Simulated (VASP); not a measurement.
# BN (I-4m2) in VASP: further runs

Runs on BN. Level: r2SCAN. Tasks: single point.

All numbers are computed with VASP 6.6.1; they aren't measurements. Logs are shortened: lines on timing, memory, paths and dates and some standing lists are left out, and cuts for length are marked.

## 1. The cell of the first run

The structure is tetragonal, space group I-4m2 (No. 119). The conventional cell has a = 2.473 Å, b = 2.473 Å, c = 3.846 Å, α = 90.00°, β = 90.00°, γ = 90.00°. Within 2.1 Å of B (site symmetry -4m2) lie 4 N at 1.57 Å. N (site symmetry -4m2) has 4 B at 1.57 Å within 2.1 Å.

## 2. Single point, r2SCAN

The input, POSCAR:

```
BN
1.0
    0.0000000000      1.7483759774      1.9232135751
    1.7483759774      0.0000000000      1.9232135751
    1.7483759774      1.7483759774      0.0000000000
B N
1 1
Direct
    0.0000000000      0.0000000000      0.0000000000
    0.7500000000      0.7500000000      0.7500000000
```

The input, INCAR.step1:

```
SYSTEM = BN
ALGO = Normal ; EDIFF = 1E-4
ENCUT = 520 ; GGA = PE
ISMEAR = 0 ; LASPH = .TRUE.
LCHARG = .FALSE. ; LREAL = .FALSE.
LWAVE = .TRUE. ; NBANDS = 11
NELM = 100 ; PREC = Accurate
SIGMA = 0.05
```

The input, INCAR.step2:

```
SYSTEM = BN
ALGO = Normal ; EDIFF = 1E-6
ENCUT = 520 ; ISIF = 2
ISMEAR = 0 ; ISTART = 1
LASPH = .TRUE. ; LCHARG = .TRUE.
LELF = .TRUE. ; LMIXTAU = .TRUE.
LREAL = .FALSE. ; LVHAR = .TRUE.
LWAVE = .FALSE. ; METAGGA = R2SCAN
NBANDS = 11 ; NELM = 100
PREC = Accurate ; SIGMA = 0.05
```

The input, KPOINTS:

```
k-points
0
G
  12 12 12
  0 0 0
```

Potentials or basis: VASP PAW PBE potentials, release 64 (B, N).

Started as:

```
$ cat potpaw_PBE.64/B/POTCAR potpaw_PBE.64/N/POTCAR > POTCAR
$ cp INCAR.step1 INCAR
$ mpirun -np 1 vasp_std > vasp.out
$ cp INCAR.step2 INCAR
$ mpirun -np 1 vasp_std > vasp.out
```

OUTCAR:

```text
SYSTEM = BN
   EDIFF = 1E-6
   ENCUT = 520
   ISIF = 2
   ISMEAR = 0
   ISTART = 1
   LASPH = .TRUE.
   LREAL = .FALSE.
   METAGGA = R2SCAN
   NELM = 100
   PREC = Accurate

 ion  position               nearest neighbor table
   1  0.000  0.000  0.000-   2 1.57   2 1.57   2 1.57   2 1.57
   2  0.750  0.750  0.750-   1 1.57   1 1.57   1 1.57   1 1.57

  LATTYP: Found a body centered tetragonal cell.
 ALAT       =     2.4725770194
 C/A-ratio  =     1.5556349186

  Lattice vectors:

 A1 = (  -1.7483759774,   0.0000000000,   1.9232135751)
 A2 = (   1.7483759774,   0.0000000000,   1.9232135751)
 A3 = (   0.0000000000,   1.7483759774,  -1.9232135751)

Analysis of symmetry for initial positions (statically):
=====================================================================
 Subroutine PRICEL returns:
 Original cell was already a primitive cell.

 Routine SETGRP: Setting up the symmetry group for a
 body centered tetragonal supercell.

 Subroutine GETGRP returns: Found  8 space group operations
 (whereof  8 operations were pure point group operations)
 out of a pool of 16 trial point group operations.

The static configuration has the point symmetry D_2d.

Analysis of symmetry for dynamics (positions and initial velocities):
=====================================================================
 Subroutine PRICEL returns:
 Original cell was already a primitive cell.

 Routine SETGRP: Setting up the symmetry group for a
 body centered tetragonal supercell.

 Subroutine GETGRP returns: Found  8 space group operations
 (whereof  8 operations were pure point group operations)
 out of a pool of 16 trial point group operations.

The dynamic configuration has the point symmetry D_2d.

 Subroutine INISYM returns: Found  8 space group operations
 (whereof  8 operations are pure point group operations),
 and found     1 'primitive' translations

----------------------------------------------------------------------------------------

                                     Primitive cell

  volume of cell :      11.7578

  direct lattice vectors                    reciprocal lattice vectors
     0.000000000  1.748375977  1.923213575    -0.285979679  0.285979679  0.259981526
     1.748375977  0.000000000  1.923213575     0.285979679 -0.285979679  0.259981526
     1.748375977  1.748375977  0.000000000     0.285979679  0.285979679 -0.259981526

  length of vectors
     2.599147748  2.599147748  2.472577019     0.480790128  0.480790128  0.480790128

  position of ions in fractional coordinates (direct lattice)
     0.000000000  0.000000000  0.000000000
     0.750000000  0.750000000  0.750000000

  ion indices of the primitive-cell ions
   primitive index   ion index
                 1           1
                 2           2

----------------------------------------------------------------------------------------

 KPOINTS: k-points

Automatic generation of k-mesh.
 Grid dimensions read from file:
 generate k-points for:   12   12   12

 Generating k-lattice:

  Cartesian coordinates                     Fractional coordinates (reciprocal lattice)
    -0.023831640  0.023831640  0.021665127     0.083333333  0.000000000  0.000000000
     0.023831640 -0.023831640  0.021665127     0.000000000  0.083333333  0.000000000
     0.023831640  0.023831640 -0.021665127    -0.000000000 -0.000000000  0.083333333

  Length of vectors
     0.040065844  0.040065844  0.040065844

  Shift w.r.t. Gamma in fractional coordinates (k-lattice)
     0.000000000  0.000000000  0.000000000

 Subroutine IBZKPT returns following result:
 ===========================================

 Found    163 irreducible k-points:

 Following reciprocal coordinates:
            Coordinates               Weight
  0.000000  0.000000  0.000000      1.000000
  0.083333 -0.000000  0.000000      8.000000
  0.166667  0.000000  0.000000      8.000000
  0.250000  0.000000  0.000000      8.000000
  0.333333  0.000000  0.000000      8.000000
  0.416667 -0.000000  0.000000      8.000000
[... 16 lines left out ...]
  0.500000  0.166667  0.000000      8.000000
 -0.416667  0.166667  0.000000      8.000000
 [... further k-points ...]
   k-points           NKPTS =    163   k-points in BZ     NKDIM =    163   number of bands    NBANDS=     11
   number of dos      NEDOS =    301   number of ions     NIONS =      2
   total plane-waves  NPLWV =   7200
   dimension x,y,z NGX =    20 NGY =   20 NGZ =   18
   dimension x,y,z NGXF=    40 NGYF=   40 NGZF=   36
   ions per type =               1   1
   NGX,Y,Z   is equivalent  to a cutoff of  12.79, 12.79, 12.10 a.u.
   NGXF,Y,Z  is equivalent  to a cutoff of  25.58, 25.58, 24.20 a.u.
 SYSTEM =  BN
   PREC   = accura    normal or accurate (medium, high low for compatibility)
   ISTART =      1    job   : 0-new  1-cont  2-samecut
   ICHARG =      0    charge: 1-file 2-atom 10-const
   ISPIN  =      1    spin polarized calculation?
   LNONCOLLINEAR =      F non collinear calculations
   LSORBIT =      F    spin-orbit coupling
   LASPH  =      T    aspherical Exc in radial PAW
   ENCUT  =  520.0 eV  38.22 Ry    6.18 a.u.   4.83  4.83  4.60*2*pi/ulx,y,z
   NELM   =    100;   NELMIN=  2; NELMDL=  0     # of ELM steps
   EDIFF  = 0.1E-05   stopping-criterion for ELM
   LREAL  =      F    real-space projection
   EDIFFG = 0.1E-04   stopping-criterion for IOM
   NSW    =      0    number of steps for IOM
   IBRION =     -1    ionic relax: 0-MD 1-quasi-New 2-CG
   NFREE  =      0    steps in history (QN), initial steepest desc. (CG)
   ISIF   =      2    stress and relaxation
   ISYM   =      2    0-nonsym 1-usesym 2-fastsym
   POTIM  = 0.5000    time-step for ionic-motion
   TEBEG  =    0.0;   TEEND  =   0.0 temperature during run
   PSTRESS=    0.0 pullay stress
   NELECT =       8.0000    total number of electrons
   NUPDOWN=      -1.0000    fix difference up-down
   EMIN   =  10.00;   EMAX   =-10.00  energy-range for DOS
   EFERMI =   0.00;   METHOD = LEGACY
   ISMEAR =     0;   SIGMA  =   0.05  broadening in eV -4-tet -1-fermi 0-gaus
   EFERMI_NEDOS =   21; number of points for ismear=-14 and -15
   IALGO  =     38    algorithm
   IMIX   =      4    mixing-type and parameters
     AMIX     =   0.40;   BMIX     =  1.00
     AMIX_MAG =   1.60;   BMIX_MAG =  1.00
  volume/ion in A,a.u.               =       5.88        39.67
  Fermi-wavevector in a.u.,A,eV,Ry     =   1.439889  2.720996 28.208703  2.073281
  Thomas-Fermi vector in A             =   2.558695
   LORBIT       =      0    0 simple, 1 ext, 2 COOP (PROOUT), +10 PAW based schemes
   METAGGA = R2SCAN    functional components
   LHFCALC =     F    Hartree Fock is set to
   AEXX    =    0.0000 exact exchange contribution
   IVDW    =     0    specifies the selected vdW correction
   LEPSILON=     F    determine dielectric tensor
   LRPA    =     F    only Hartree local field effects (RPA)
 non-spin polarized calculation
 Gauss-broadening in eV      SIGMA  =   0.05
  energy-cutoff  :      520.00
  volume of cell :       11.76
 maximum number of plane-waves:       336
   NGX =  9   NGY =  9   NGZ =  9

 number of electron       8.0000000 magnetization

 Free energy of the ion-electron system (eV)
  ---------------------------------------------------
  ext. energy  EPLUGINS =         0.00000000
  ---------------------------------------------------
  free energy    TOTEN  =       -19.01482234 eV

  energy without entropy =      -19.01482234  energy(sigma->0) =      -19.01482234

 E-fermi :   7.9035     XC(G=0): -13.6777

 val. band max:        7.6936117582   @ k =   0.0000   0.0000   0.0000
 cond. band min:      11.7896597813   @ k =   0.5000   0.0000   0.5000
 fundamental gap:      4.0960480231
 Fermi energy:         7.9035324192

 k-point     1 :       0.0000    0.0000    0.0000
  band No.  band energies     occupation
      1     -14.0222      2.00000
      2       6.5659      2.00000
      3       7.6936      2.00000
      4       7.6936      2.00000
      5      16.7193      0.00000
      6      16.7194      0.00000
      7      17.4144      0.00000
      8      18.3600      0.00000
      9      32.8016      0.00000
     10      33.6080      0.00000
     11      34.2167      0.00000

 k-point     2 :       0.0833   -0.0000    0.0000
  band No.  band energies     occupation
      1     -13.8456      2.00000
      2       6.0412      2.00000
      3       7.0527      2.00000
      4       7.5463      2.00000
      5      16.7243      0.00000
      6      17.0165      0.00000
      7      17.8263      0.00000
      8      18.9810      0.00000
      9      31.3577      0.00000
     10      33.4724      0.00000
     11      35.9303      0.00000

 k-point     3 :       0.1667    0.0000    0.0000
  band No.  band energies     occupation
      1     -13.3226      2.00000
      2       4.1289      2.00000
      3       6.2365      2.00000
      4       7.1881      2.00000
      5      16.7589      0.00000
      6      17.7496      0.00000
      7      18.5372      0.00000
      8      20.4625      0.00000
      9      30.4044      0.00000
     10      33.2186      0.00000
     11      33.8668      0.00000

 k-point     4 :       0.2500    0.0000    0.0000
  band No.  band energies     occupation
      1     -12.4796      2.00000
      2       1.6033      2.00000
      3       5.5501      2.00000
      4       6.7765      2.00000
      5      16.7320      0.00000
      6      18.5550      0.00000
      7      19.1964      0.00000
      8      21.9573      0.00000
      9      30.5426      0.00000
     10      32.9255      0.00000
     11      33.0110      0.00000

 k-point     5 :       0.3333    0.0000    0.0000
  band No.  band energies     occupation
      1     -11.3867      2.00000
      2      -0.8775      2.00000
      3       4.9870      2.00000
      4       6.4295      2.00000
      5      16.6196      0.00000
      6      19.1015      0.00000
      7      19.6540      0.00000
      8      23.0385      0.00000
      9      31.2185      0.00000
     10      33.2471      0.00000
     11      33.6400      0.00000
[... 211 lines left out ...]
 k-point    21 :       0.3333    0.1667    0.0000
  band No.  band energies     occupation
      1     -11.7857      2.00000
      2       1.0142      2.00000
      3       4.1993      2.00000
      4       5.1763      2.00000
      5      16.9477      0.00000
      6      19.8528      0.00000
      7      21.1507      0.00000
      8      21.7347      0.00000
      9      27.0393      0.00000
     10      34.5177      0.00000
     11      37.5270      0.00000

 k-point    22 :       0.4167    0.1667    0.0000
  band No.  band energies     occupation
      1     -10.7093      2.00000
      2      -1.0113      2.00000
      3       3.2405      2.00000
      4       5.0615      2.00000
      5      17.3434      0.00000
      6      19.8167      0.00000
      7      21.4240      0.00000
      8      22.9936      0.00000
      9      28.6301      0.00000
     10      34.1813      0.00000
     11      37.4019      0.00000

 k-point    23 :       0.5000    0.1667    0.0000
  band No.  band energies     occupation
      1      -9.6736      2.00000
      2      -2.6600      2.00000
      3       2.5434      2.00000
      4       5.1929      2.00000
      5      17.6843      0.00000
      6      19.7994      0.00000
      7      21.2397      0.00000
      8      24.0805      0.00000
      9      29.7245      0.00000
     10      34.4994      0.00000
     11      36.4974      0.00000

 k-point    24 :      -0.4167    0.1667    0.0000
  band No.  band energies     occupation
      1      -9.3032      2.00000
      2      -3.1693      2.00000
      3       2.1652      2.00000
      4       5.5449      2.00000
      5      18.1280      0.00000
      6      19.7652      0.00000
      7      20.7759      0.00000
      8      24.0337      0.00000
      9      30.6225      0.00000
     10      34.1684      0.00000
     11      35.1871      0.00000

 [... further k-points ...]
[... 5 lines left out ...]
  --------------------------------------------------------------------------------------
  -------------------------------------------------------------------------------------
  Total        1.8018854      1.8018854     -3.3386212      0.0000000      0.0000000      0.0000000
  in kB      245.5334022    245.5334022   -454.9362657      0.0000000      0.0000000      0.0000000
  external PRESSURE =      12.0435129 kB  Pullay stress =       0.0000000 kB

 VOLUME and BASIS-vectors are now :
 -----------------------------------------------------------------------------
  energy-cutoff  :      520.00
  volume of cell :       11.76
      direct lattice vectors                 reciprocal lattice vectors
     0.000000000  1.748375977  1.923213575    -0.285979679  0.285979679  0.259981526
     1.748375977  0.000000000  1.923213575     0.285979679 -0.285979679  0.259981526
     1.748375977  1.748375977  0.000000000     0.285979679  0.285979679 -0.259981526

 POSITION                                       TOTAL-FORCE (eV/Angst)
 -----------------------------------------------------------------------------------
      0.00000      0.00000      0.00000         0.000000      0.000000      0.000000
      2.62256      2.62256      2.88482        -0.000000     -0.000000     -0.000000
 -----------------------------------------------------------------------------------
    total drift:                               -0.000030     -0.000030      0.000054

  FREE ENERGIE OF THE ION-ELECTRON SYSTEM (eV)
  ---------------------------------------------------
  free  energy   TOTEN  =       -19.0148223443 eV

  energy  without entropy=      -19.0148223443  energy(sigma->0) =      -19.01482234
```

Wall time 43 s (1 thread of AMD EPYC 9R45 (Zen 5), shared host); peak memory 0.1 GiB.

Results:

| Property | Result |
| --- | --- |
| Free energy | -19.0148 eV |
| Pressure | 1.2 GPa |
| Band gap on the k mesh | 4.10 eV, indirect (least direct gap 8.97 eV) |

Stress tensor (GPa, compression positive):
```
 24.55   0.00   0.00
  0.00  24.55   0.00
  0.00   0.00 -45.49
```

Caveat: the PAW data sets were made with another functional, which shifts forces and pressure a little.

## 3. Single point, r2SCAN

This run uses another cell than the first one, of the same volume but with other edges.

The input, POSCAR:

```
BN
1.0
    0.0000000000      1.8295403045      1.7563586923
    1.8295403045      0.0000000000      1.7563586923
    1.8295403045      1.8295403045      0.0000000000
B N
1 1
Direct
    0.0000000000      0.0000000000      0.0000000000
    0.7500000000      0.7500000000      0.7500000000
```

The input, INCAR.step1:

```
PREC = Accurate
ENCUT = 520
ISMEAR = 0
SIGMA = 0.05
LREAL = F
LASPH = T
NELM = 100
NBANDS = 11
GGA = PE
ALGO = Normal
EDIFF = 1E-4
LWAVE = T
LCHARG = F
```

The input, INCAR.step2:

```
PREC = Accurate
ENCUT = 520
EDIFF = 1E-6
ISMEAR = 0
SIGMA = 0.05
LREAL = F
LASPH = T
NELM = 100
ALGO = Normal
ISIF = 2
LWAVE = F
LCHARG = F
METAGGA = R2SCAN
LMIXTAU = T
NBANDS = 11
ISTART = 1
```

The input, KPOINTS:

```
Automatic mesh
0
Gamma
  12 12 12
```

Potentials or basis: VASP PAW PBE potentials, release 64 (B, N).

Started as:

```
$ cat potpaw_PBE.64/B/POTCAR potpaw_PBE.64/N/POTCAR > POTCAR
$ cp INCAR.step1 INCAR
$ mpirun -np 1 vasp_std > vasp.out
$ cp INCAR.step2 INCAR
$ mpirun -np 1 vasp_std > vasp.out
```

OUTCAR:

```text
PREC = Accurate
   ENCUT = 520
   EDIFF = 1E-6
   ISMEAR = 0
   LREAL = F
   LASPH = T
   NELM = 100
   ISIF = 2
   METAGGA = R2SCAN
   ISTART = 1

 ion  position               nearest neighbor table
   1  0.000  0.000  0.000-   2 1.56   2 1.56   2 1.56   2 1.56
   2  0.750  0.750  0.750-   1 1.56   1 1.56   1 1.56   1 1.56

  LATTYP: Found a body centered tetragonal cell.
 ALAT       =     2.5873607115
 C/A-ratio  =     1.3576450199

  Lattice vectors:

[... 520 lines left out ...]

 [... further k-points ...]

------------------------ aborting loop because EDIFF is reached ----------------------------------------

  FORCE on cell =-STRESS in cart. coord.  units (eV):
  Direction    XX          YY          ZZ          XY          YZ          ZX
  --------------------------------------------------------------------------------------
  -------------------------------------------------------------------------------------
  Total       -0.5244160     -0.5244160      1.2986548      0.0000000      0.0000000      0.0000000
  in kB      -71.4593923    -71.4593923    176.9608319      0.0000000      0.0000000      0.0000000
  external PRESSURE =      11.3473491 kB  Pullay stress =       0.0000000 kB

 VOLUME and BASIS-vectors are now :
 -----------------------------------------------------------------------------
  energy-cutoff  :      520.00
  volume of cell :       11.76
      direct lattice vectors                 reciprocal lattice vectors
     0.000000000  1.829540305  1.756358692    -0.273292695  0.273292695  0.284679890
     1.829540305  0.000000000  1.756358692     0.273292695 -0.273292695  0.284679890
     1.829540305  1.829540305  0.000000000     0.273292695  0.273292695 -0.284679890

 POSITION                                       TOTAL-FORCE (eV/Angst)
 -----------------------------------------------------------------------------------
      0.00000      0.00000      0.00000         0.000000      0.000000     -0.000000
      2.74431      2.74431      2.63454        -0.000000     -0.000000      0.000000
 -----------------------------------------------------------------------------------
    total drift:                               -0.000001     -0.000001      0.000002

  FREE ENERGIE OF THE ION-ELECTRON SYSTEM (eV)
  ---------------------------------------------------
  free  energy   TOTEN  =       -19.1462637242 eV

  energy  without entropy=      -19.1462637242  energy(sigma->0) =      -19.14626372
```

OSZICAR.step1:

```text
N       E                     dE             d eps       ncg     rms          rms(c)
DAV:   1     0.104554405356E+02    0.10455E+02   -0.50178E+03  3730   0.727E+02
DAV:   2    -0.178731301972E+02   -0.28329E+02   -0.27472E+02  4345   0.164E+02
DAV:   3    -0.183954468042E+02   -0.52232E+00   -0.52132E+00  4222   0.189E+01
DAV:   4    -0.183960627168E+02   -0.61591E-03   -0.61590E-03  3855   0.725E-01
DAV:   5    -0.183960632391E+02   -0.52229E-06   -0.52225E-06  3816   0.211E-02    0.673E+00
DAV:   6    -0.175111635982E+02    0.88490E+00   -0.29379E+00  3775   0.992E+00    0.328E+00
DAV:   7    -0.174382819546E+02    0.72882E-01   -0.10570E-01  4009   0.268E+00    0.193E+00
DAV:   8    -0.174238712125E+02    0.14411E-01   -0.35618E-02  3963   0.137E+00    0.194E-01
DAV:   9    -0.174240479455E+02   -0.17673E-03   -0.96160E-04  3790   0.259E-01    0.841E-02
DAV:  10    -0.174241340526E+02   -0.86107E-04   -0.12096E-04  3896   0.940E-02
   1 F= -.17424134E+02 E0= -.17424134E+02  d E =-.559903E-21
```

Wall time 47 s (1 thread of AMD EPYC 9R45 (Zen 5), shared host); peak memory 0.1 GiB.

Results:

| Quantity | Value |
| --- | --- |
| Free energy | -19.1463 eV |
| Pressure | 1.1 GPa |
| Band gap on the k mesh | 4.26 eV, indirect (least direct gap 9.11 eV) |

Caveat: the PAW data sets were made with another functional, which shifts forces and pressure a little.

(Part 1 of 2 ends here.)
